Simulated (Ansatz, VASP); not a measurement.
**TiAl3 in VASP and in Ansatz**

```
Ti Al
1.0
    -3.91052    0.00000    0.00000
     0.00000    3.91052    3.91052
     0.00000    3.91052   -3.91052
Ti Al
2 6
Direct
  0.00000 0.48325 0.48325
  0.00000 0.01675 0.01675
  0.50000 0.73619 0.76381
  0.50000 0.26381 0.23619
  0.50000 0.73619 0.23619
  0.50000 0.26381 0.76381
  0.00000 0.51128 0.98872
  0.00000 0.98872 0.51128
```

Change from the starting cell: mode 4 frozen in at -0.131 Å and mode 18 at -0.108 Å (largest displacements).

Alike in both runs: task single point; functional LDA; k mesh 10 × 8 × 8; occupations gaussian, width 0.15 eV; no spin polarisation.

|  | VASP | Ansatz |
| --- | --- | --- |
| version | VASP 6.6.1 | Ansatz 0.2.0 |
| potentials or method | VASP PAW LDA potentials, release 64 (Ti_sv, Al), cutoff 520 eV | scalar-relativistic, plane waves, PAW |
| valence electrons in the cell | 42 | 42 |

|  | VASP | Ansatz | Ansatz less VASP |
| --- | --- | --- | --- |
| gap on the k mesh at the Fermi level (eV) | none | none | - |
| pressure (GPa) | 1.5 | 1.3 | -0.19 |
| traceless stress, the component that is largest in VASP (GPa) | 1.08 | 1.08 | +0.001 |
| rms of the force components (eV/Å) | 0.475 | 0.471 | -0.0037 |

Ansatz warns that its potentials were made for another functional, while VASP's fit it. LDA's correlation is that of Perdew and Zunger in VASP and of Perdew and Wang (1992) in Ansatz. Atom by atom the forces differ by 0.004 eV/Å (rms over components). A gap of «none» marks a metal or a gap that the smearing closes.
